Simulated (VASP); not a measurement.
# K2Ge (P-3m1) in VASP: single point with PBE

Aim: the single point of K2Ge with PBE.

All numbers are computed with VASP 6.6.1; they aren't measurements. Logs are shortened: lines on timing, memory, paths and dates and some standing lists are left out, and cuts for length are marked.

**1. The cell of the first run**

The typed cell holds 3 atoms: a = 5.843 Å, b = 5.843 Å, c = 3.352 Å, α = 90.00°, β = 90.00°, γ = 120.00°.

The cell was generated, and may not be a known phase.

**2. Single point, PBE**

Input file INCAR:

```
  PREC = Accurate
  ENCUT = 520
  EDIFF = 1E-6
  ISMEAR = 0
  SIGMA = 0.1
  LREAL = False
  LASPH = True
  NELM = 60
  ALGO = Fast
  ISIF = 2
  LWAVE = False
  LCHARG = True
  GGA = PE
  LELF = True
  LVHAR = True
  NBANDS = 23
```

Input file KPOINTS:

```
Automatic mesh
0
Gamma
  12 12 14
```

Input file POSCAR:

```
K2Ge
1.0
    5.8431097332      0.0000000000      0.0000000000
   -2.9215548666      5.0602814661      0.0000000000
    0.0000000000      0.0000000000      3.3516365022
K Ge
2 1
Direct
    0.6666666667      0.3333333333      0.4993801883
    0.3333333333      0.6666666667      0.5006198117
    0.0000000000      0.0000000000      0.0000000000
```

Potentials or basis: VASP PAW PBE potentials, release 64 (K_sv, Ge_d).

The run is started by

```
cat potpaw_PBE.64/K_sv/POTCAR potpaw_PBE.64/Ge_d/POTCAR > POTCAR
mpirun -np 1 vasp_std > vasp.out
```

OUTCAR:

```text
PREC = Accurate
   ENCUT = 520
   EDIFF = 1E-6
   ISMEAR = 0
   LREAL = False
   LASPH = True
   NELM = 60
   ISIF = 2
   GGA = PE

 ion  position               nearest neighbor table
   1  0.667  0.333  0.499-   2 3.37   2 3.37   2 3.37
   2  0.333  0.667  0.501-   1 3.37   1 3.37   1 3.37
   3  0.000  0.000  0.000-

  LATTYP: Found a hexagonal cell.
 ALAT       =     5.8431097332
 C/A-ratio  =     0.5736049219

  Lattice vectors:

 A1 = (   5.8431097332,   0.0000000000,   0.0000000000)
 A2 = (  -2.9215548666,   5.0602814661,   0.0000000000)
 A3 = (   0.0000000000,   0.0000000000,   3.3516365022)

Analysis of symmetry for initial positions (statically):
=====================================================================
 Subroutine PRICEL returns:
 Original cell was already a primitive cell.

 Routine SETGRP: Setting up the symmetry group for a
 hexagonal supercell.

 Subroutine GETGRP returns: Found 12 space group operations
 (whereof 12 operations were pure point group operations)
 out of a pool of 24 trial point group operations.

The static configuration has the point symmetry D_3d.

Analysis of symmetry for dynamics (positions and initial velocities):
=====================================================================
 Subroutine PRICEL returns:
 Original cell was already a primitive cell.

 Routine SETGRP: Setting up the symmetry group for a
 hexagonal supercell.

 Subroutine GETGRP returns: Found 12 space group operations
 (whereof 12 operations were pure point group operations)
 out of a pool of 24 trial point group operations.

The dynamic configuration has the point symmetry D_3d.

 Subroutine INISYM returns: Found 12 space group operations
 (whereof 12 operations are pure point group operations),
 and found     1 'primitive' translations

----------------------------------------------------------------------------------------

                                     Primitive cell

  volume of cell :      99.1005

  direct lattice vectors                    reciprocal lattice vectors
     5.843109733  0.000000000  0.000000000     0.171141746  0.098808733  0.000000000
    -2.921554867  5.060281466  0.000000000     0.000000000  0.197617466  0.000000000
     0.000000000  0.000000000  3.351636502     0.000000000  0.000000000  0.298361711

  length of vectors
     5.843109733  5.843109733  3.351636502     0.197617466  0.197617466  0.298361711

  position of ions in fractional coordinates (direct lattice)
     0.666666667  0.333333333  0.499380188
     0.333333333  0.666666667  0.500619812
     0.000000000  0.000000000  0.000000000

  ion indices of the primitive-cell ions
   primitive index   ion index
                 1           1
                 2           2
                 3           3

----------------------------------------------------------------------------------------

 KPOINTS: Automatic mesh

Automatic generation of k-mesh.
 Grid dimensions read from file:
 generate k-points for:   12   12   14

 Generating k-lattice:

  Cartesian coordinates                     Fractional coordinates (reciprocal lattice)
     0.014261812  0.008234061  0.000000000     0.083333333 -0.000000000  0.000000000
     0.000000000  0.016468122  0.000000000     0.000000000  0.083333333  0.000000000
     0.000000000  0.000000000  0.021311551     0.000000000  0.000000000  0.071428571

  Length of vectors
     0.016468122  0.016468122  0.021311551

  Shift w.r.t. Gamma in fractional coordinates (k-lattice)
     0.000000000  0.000000000  0.000000000

 Subroutine IBZKPT returns following result:
 ===========================================

 Found    224 irreducible k-points:

 Following reciprocal coordinates:
            Coordinates               Weight
  0.000000  0.000000  0.000000      1.000000
  0.083333  0.000000  0.000000      6.000000
  0.166667  0.000000  0.000000      6.000000
  0.250000 -0.000000  0.000000      6.000000
  0.333333  0.000000  0.000000      6.000000
  0.416667  0.000000  0.000000      6.000000
[... 16 lines left out ...]
  0.166667  0.000000  0.071429      6.000000
  0.000000  0.166667  0.071429      6.000000
 [... further k-points ...]
   k-points           NKPTS =    224   k-points in BZ     NKDIM =    224   number of bands    NBANDS=     23
   number of dos      NEDOS =    301   number of ions     NIONS =      3
   total plane-waves  NPLWV =  64512
   dimension x,y,z NGX =    48 NGY =   48 NGZ =   28
   dimension x,y,z NGXF=    96 NGYF=   96 NGZF=   56
   ions per type =               2   1
   NGX,Y,Z   is equivalent  to a cutoff of  13.66, 13.66, 13.89 a.u.
   NGXF,Y,Z  is equivalent  to a cutoff of  27.31, 27.31, 27.78 a.u.
 SYSTEM =  unknown system
   PREC   = accura    normal or accurate (medium, high low for compatibility)
   ISTART =      0    job   : 0-new  1-cont  2-samecut
   ICHARG =      2    charge: 1-file 2-atom 10-const
   ISPIN  =      1    spin polarized calculation?
   LNONCOLLINEAR =      F non collinear calculations
   LSORBIT =      F    spin-orbit coupling
   LASPH  =      T    aspherical Exc in radial PAW
   ENCUT  =  520.0 eV  38.22 Ry    6.18 a.u.  10.86 10.86  6.23*2*pi/ulx,y,z
   NELM   =     60;   NELMIN=  2; NELMDL= -5     # of ELM steps
   EDIFF  = 0.1E-05   stopping-criterion for ELM
   LREAL  =      F    real-space projection
   EDIFFG = 0.1E-04   stopping-criterion for IOM
   NSW    =      0    number of steps for IOM
   IBRION =     -1    ionic relax: 0-MD 1-quasi-New 2-CG
   NFREE  =      0    steps in history (QN), initial steepest desc. (CG)
   ISIF   =      2    stress and relaxation
   ISYM   =      2    0-nonsym 1-usesym 2-fastsym
   POTIM  = 0.5000    time-step for ionic-motion
   TEBEG  =    0.0;   TEEND  =   0.0 temperature during run
   PSTRESS=    0.0 pullay stress
   NELECT =      32.0000    total number of electrons
   NUPDOWN=      -1.0000    fix difference up-down
   EMIN   =  10.00;   EMAX   =-10.00  energy-range for DOS
   EFERMI =   0.00;   METHOD = LEGACY
   ISMEAR =     0;   SIGMA  =   0.10  broadening in eV -4-tet -1-fermi 0-gaus
   EFERMI_NEDOS =   21; number of points for ismear=-14 and -15
   IALGO  =     68    algorithm
   IMIX   =      4    mixing-type and parameters
     AMIX     =   0.40;   BMIX     =  1.00
     AMIX_MAG =   1.60;   BMIX_MAG =  1.00
  volume/ion in A,a.u.               =      33.03       222.92
  Fermi-wavevector in a.u.,A,eV,Ry     =   1.123138  2.122422 17.162905  1.261438
  Thomas-Fermi vector in A             =   2.259802
   LORBIT       =      0    0 simple, 1 ext, 2 COOP (PROOUT), +10 PAW based schemes
   GGA     = PE    functional components
   LHFCALC =     F    Hartree Fock is set to
   AEXX    =    0.0000 exact exchange contribution
   IVDW    =     0    specifies the selected vdW correction
   LEPSILON=     F    determine dielectric tensor
   LRPA    =     F    only Hartree local field effects (RPA)
 non-spin polarized calculation
 RMM-DIIS sequential band-by-band and
 Gauss-broadening in eV      SIGMA  =   0.10
  energy-cutoff  :      520.00
  volume of cell :       99.10
 maximum number of plane-waves:      2713
 NGX is ok and might be reduce to    48
   NGX = 21   NGY = 21   NGZ = 13

 number of electron      31.9999991 magnetization

 Free energy of the ion-electron system (eV)
  ---------------------------------------------------
  ext. energy  EPLUGINS =         0.00000000
  ---------------------------------------------------
  free energy    TOTEN  =        -6.02577531 eV

  energy without entropy =       -6.00986792  energy(sigma->0) =       -6.01782162

 E-fermi :   1.8027     XC(G=0):  -8.1558

 val. band max:        1.7937771489   @ k =   0.2500   0.2500   0.4286
 cond. band min:       1.8142022800   @ k =   0.3333   0.0000   0.4286
 fundamental gap:      0.0204251311
 Fermi energy:         1.8026970869

 k-point     1 :       0.0000    0.0000    0.0000
  band No.  band energies     occupation
      1     -29.8547      2.00000
      2     -29.7429      2.00000
      3     -22.1857      2.00000
      4     -22.1404      2.00000
      5     -22.1404      2.00000
      6     -22.0661      2.00000
[... 15 lines left out ...]
     22       6.4121      0.00000
     23       8.6917      0.00000

 k-point     2 :       0.0833    0.0000    0.0000
  band No.  band energies     occupation
      1     -29.8530      2.00000
      2     -29.7446      2.00000
      3     -22.1857      2.00000
      4     -22.1404      2.00000
      5     -22.1404      2.00000
      6     -22.0661      2.00000
[... 15 lines left out ...]
     22       6.4002      0.00000
     23       8.5730      0.00000

 k-point     3 :       0.1667    0.0000    0.0000
  band No.  band energies     occupation
      1     -29.8481      2.00000
      2     -29.7496      2.00000
      3     -22.1857      2.00000
      4     -22.1404      2.00000
      5     -22.1404      2.00000
      6     -22.0661      2.00000
[... 15 lines left out ...]
     22       6.3662      0.00000
     23       8.3365      0.00000

 k-point     4 :       0.2500   -0.0000    0.0000
  band No.  band energies     occupation
      1     -29.8406      2.00000
      2     -29.7573      2.00000
      3     -22.1857      2.00000
      4     -22.1404      2.00000
      5     -22.1404      2.00000
      6     -22.0660      2.00000
[... 15 lines left out ...]
     22       6.3175      0.00000
     23       7.8899      0.00000

 k-point     5 :       0.3333    0.0000    0.0000
  band No.  band energies     occupation
      1     -29.8312      2.00000
      2     -29.7667      2.00000
      3     -22.1857      2.00000
      4     -22.1404      2.00000
      5     -22.1404      2.00000
      6     -22.0660      2.00000
[... 15 lines left out ...]
     22       6.3251      0.00000
     23       7.5018      0.00000

 k-point     6 :       0.4167    0.0000    0.0000
  band No.  band energies     occupation
      1     -29.8221      2.00000
      2     -29.7760      2.00000
      3     -22.1857      2.00000
      4     -22.1404      2.00000
      5     -22.1404      2.00000
      6     -22.0660      2.00000
[... 15 lines left out ...]
     22       6.6115      0.00000
     23       7.2864      0.00000

 k-point     7 :       0.5000   -0.0000    0.0000
  band No.  band energies     occupation
      1     -29.8177      2.00000
      2     -29.7804      2.00000
      3     -22.1857      2.00000
      4     -22.1404      2.00000
      5     -22.1404      2.00000
      6     -22.0660      2.00000
[... 353 lines left out ...]
     22       6.5357      0.00000
     23       8.3448      0.00000

 k-point    21 :       0.0833    0.0000    0.0714
  band No.  band energies     occupation
      1     -29.8490      2.00000
      2     -29.7409      2.00000
      3     -22.1842      2.00000
      4     -22.1409      2.00000
      5     -22.1409      2.00000
      6     -22.0660      2.00000
[... 15 lines left out ...]
     22       6.5223      0.00000
     23       8.3180      0.00000

 k-point    22 :       0.0000    0.0833    0.0714
  band No.  band energies     occupation
      1     -29.8490      2.00000
      2     -29.7409      2.00000
      3     -22.1842      2.00000
      4     -22.1409      2.00000
      5     -22.1409      2.00000
      6     -22.0660      2.00000
[... 15 lines left out ...]
     22       6.5225      0.00000
     23       8.3056      0.00000

 k-point    23 :       0.1667    0.0000    0.0714
  band No.  band energies     occupation
      1     -29.8442      2.00000
      2     -29.7459      2.00000
      3     -22.1842      2.00000
      4     -22.1409      2.00000
      5     -22.1409      2.00000
      6     -22.0660      2.00000
[... 15 lines left out ...]
     22       6.4938      0.00000
     23       8.1330      0.00000

 k-point    24 :       0.0000    0.1667    0.0714
  band No.  band energies     occupation
      1     -29.8442      2.00000
      2     -29.7459      2.00000
      3     -22.1842      2.00000
      4     -22.1409      2.00000
      5     -22.1409      2.00000
      6     -22.0660      2.00000
[... 15 lines left out ...]
     22       6.4948      0.00000
     23       8.2018      0.00000

 [... further k-points ...]

------------------------ aborting loop because EDIFF is reached ----------------------------------------

  FORCE on cell =-STRESS in cart. coord.  units (eV):
  Direction    XX          YY          ZZ          XY          YZ          ZX
  --------------------------------------------------------------------------------------
  -------------------------------------------------------------------------------------
  Total        0.0104944      0.0104944      0.0053709      0.0000000      0.0000000      0.0000000
  in kB        0.1696644      0.1696644      0.0868322      0.0000000      0.0000000      0.0000000
  external PRESSURE =       0.1420537 kB  Pullay stress =       0.0000000 kB

 VOLUME and BASIS-vectors are now :
 -----------------------------------------------------------------------------
  energy-cutoff  :      520.00
  volume of cell :       99.10
      direct lattice vectors                 reciprocal lattice vectors
     5.843109733  0.000000000  0.000000000     0.171141746  0.098808733  0.000000000
    -2.921554867  5.060281466  0.000000000     0.000000000  0.197617466  0.000000000
     0.000000000  0.000000000  3.351636502     0.000000000  0.000000000  0.298361711

 POSITION                                       TOTAL-FORCE (eV/Angst)
 -----------------------------------------------------------------------------------
      2.92155      1.68676      1.67374         0.000000     -0.000000      0.000045
     -0.00000      3.37352      1.67790        -0.000000      0.000000     -0.000045
      0.00000      0.00000      0.00000        -0.000000      0.000000      0.000000
 -----------------------------------------------------------------------------------
    total drift:                               -0.000000      0.000000      0.000000

  FREE ENERGIE OF THE ION-ELECTRON SYSTEM (eV)
  ---------------------------------------------------
  free  energy   TOTEN  =        -6.0257753110 eV

  energy  without entropy=       -6.0098679206  energy(sigma->0) =       -6.01782162
```

Wall time 26 min (1 thread of Oxide Virtual Turin-like, shared host); peak memory 0.57 GiB.

Results:

* Free energy: -6.0258 eV
* Pressure: 0.0 GPa
* Band gap on the k mesh: zero (bands 16 and 17 overlap by 1.10 eV)

The gap in the log of VASP goes by the Fermi energy; the results here count the filled bands.